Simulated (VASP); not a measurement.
A run of VASP 6.6.1:

Contents of INCAR:

```
SYSTEM = BaS
PREC = Accurate
ENCUT = 500
EDIFF = 1E-6
ISMEAR = 0
SIGMA = 0.01
LREAL = .FALSE.
LASPH = .TRUE.
NELM = 120
ALGO = Normal
ISIF = 2
LWAVE = .FALSE.
LCHARG = .FALSE.
GGA = PE
NBANDS = 15
GGA_COMPAT = .FALSE.
```

Contents of KPOINTS:

```
regular mesh
0
G
  4 4 4
  0 0 0
```

The input POSCAR:

```
BaS
1.0
    0.0000000000      3.0425114116      3.0425114116
    3.0425114116      0.0000000000      3.0425114116
    3.0425114116      3.0425114116      0.0000000000
Ba S
1 1
Direct
    0.0000000000      0.0000000000      0.0000000000
    0.5000000000      0.5000000000      0.5000000000
```

Potentials or basis: VASP PAW PBE potentials, release 64 (Ba_sv, S).

Launch:

```console
$ cat potpaw_PBE.64/Ba_sv/POTCAR potpaw_PBE.64/S/POTCAR > POTCAR
$ mpirun -np 1 vasp_std > vasp.out
```

Hardware: 1 thread of Intel Xeon 8259CL (shared host).

Question: Estimate the wall time of this run.

Answer: Wall time 15 s on 1 thread of Intel Xeon 8259CL (shared host), peak memory 0.17 GiB. Counts: scf iterations 12, k points 8.
